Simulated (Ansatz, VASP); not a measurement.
Two plane-wave programs on Au

Contents of INCAR:

```
  ALGO = Fast
  EDIFF = 1E-6
  EDIFFG = -0.01
  ENCUT = 600
  IBRION = 2
  ISIF = 3
  ISMEAR = -1
  LASPH = True
  LCHARG = False
  LREAL = False
  LWAVE = False
  NELM = 80
  NSW = 60
  PREC = Accurate
  SIGMA = 0.05
```

The input KPOINTS:

```
k-points
0
Gamma
  11 11 11
```

The input POSCAR:

```
Au
1.0
   -1.6572690000      1.6572690000      1.6572690000
    1.6572690000     -1.6572690000      1.6572690000
    1.6572690000      1.6572690000     -1.6572690000
Au
1
Direct
    0.0000000000      0.0000000000      0.0000000000
```

Contents of input.yaml:

```yaml
crystal:
  lattice:
    - [-1.657269, 1.657269, 1.657269]
    - [1.657269, -1.657269, 1.657269]
    - [1.657269, 1.657269, -1.657269]
  atoms:
    - { symbol: Au, position: [0.0, 0.0, 0.0] }
hamiltonian:
  xc: lda
  pseudopotentials: { kind: paw }
kpoints:
  mp_grid: { grid: [11, 11, 11] }
scf:
  occupations: { method: fermi_dirac, width: 0.05 }
output:
  forces: true
  stress: true
  eigenvalues: true
relax:
  f_tol: 0.01
  max_steps: 40
  cell: { stress_tol: 0.05 }
```

Alike in both runs: task relaxation of cell and atoms; functional LDA; k mesh 11 × 11 × 11; occupations fermi-dirac, width 0.05 eV; no spin polarisation.

```csv
,VASP,Ansatz
version,VASP 6.6.1,Ansatz 0.2.0
potentials or method,"VASP PAW LDA potentials, release 64 (Au)",Ansatz PAW
plane-wave cutoff (eV),600,420
valence electrons in the cell,11,19
```

Ansatz gave:

* gap on the k mesh at the Fermi level, each at its own relaxed structure (eV): none
* relaxed volume (Å³/atom): 16.64
* relaxed cell length with the largest relative difference (Å): 2.786

Q: Estimate VASP's values.

A: gap on the k mesh at the Fermi level, each at its own relaxed structure (eV): none; relaxed volume (Å³/atom): 16.70; relaxed cell length with the largest relative difference (Å): 2.789.

LDA's correlation is that of Perdew and Zunger in VASP and of Perdew and Wang (1992) in Ansatz. A gap of «none» marks a metal or a gap that the smearing closes. VASP's potentials hold 11 valence electrons a cell and Ansatz's 19, so a difference there can come from the potentials and not from the codes.

Neither program's run includes spin-orbit coupling. Noted on Ansatz's run: the plane-wave basis is chosen anew once the cell has moved, so the energies of steps on either side of that aren't comparable.
